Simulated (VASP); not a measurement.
A run of VASP 6.6.1 is set up as follows.

The input INCAR:

```
PREC = Accurate ; ENCUT = 520
EDIFF = 1E-7 ; ISMEAR = 0
SIGMA = 0.05 ; LREAL = False
LASPH = True ; NELM = 60
ALGO = Normal ; ISIF = 2
LWAVE = False ; LCHARG = False
GGA = CA ; NBANDS = 31
```

Contents of KPOINTS:

```
Automatic mesh
0
Gamma
  12 12 12
```

Contents of POSCAR:

```
C
1.0
    1.2145042414      0.7011943507     10.2538776052
   -1.2145042414      0.7011943507     10.2538776052
    0.0000000000     -1.4023887014     10.2538776052
C
10
Direct
    0.0248185525      0.0248185525      0.0248185525
    0.9751814475      0.9751814475      0.9751814475
    0.1086956498      0.1086956498      0.1086956498
    0.8913043502      0.8913043502      0.8913043502
    0.1583656632      0.1583656632      0.1583656632
    0.8416343368      0.8416343368      0.8416343368
    0.3748645769      0.3748645769      0.3748645769
    0.6251354231      0.6251354231      0.6251354231
    0.4253218689      0.4253218689      0.4253218689
    0.5746781311      0.5746781311      0.5746781311
```

Potentials or basis: VASP PAW LDA potentials, release 64 (C).

The run is started by

```console
$ cat potpaw_LDA.64/C/POTCAR > POTCAR
$ mpirun -np 1 vasp_std > vasp.out
```

What does it give for the largest force?

0.207 eV/Å.

Predict the pressure.

28.2 GPa.

Predict the band gap on the k mesh.

4.80 eV (least direct gap 5.00 eV).

Forces on the atoms (eV/Å):
```
C    0.000  0.000 -0.144
C    0.000  0.000  0.144
C    0.000  0.000  0.141
C    0.000  0.000 -0.141
C    0.000  0.000 -0.188
C    0.000  0.000  0.188
C    0.000  0.000  0.206
C    0.000  0.000 -0.206
C    0.000  0.000 -0.207
C    0.000  0.000  0.207
```

Caveat: the cell differs from its parent crystal (strain -0.025 along x and y, +0.000 along z); the cell stands under pressure. A k mesh can miss the band edges.
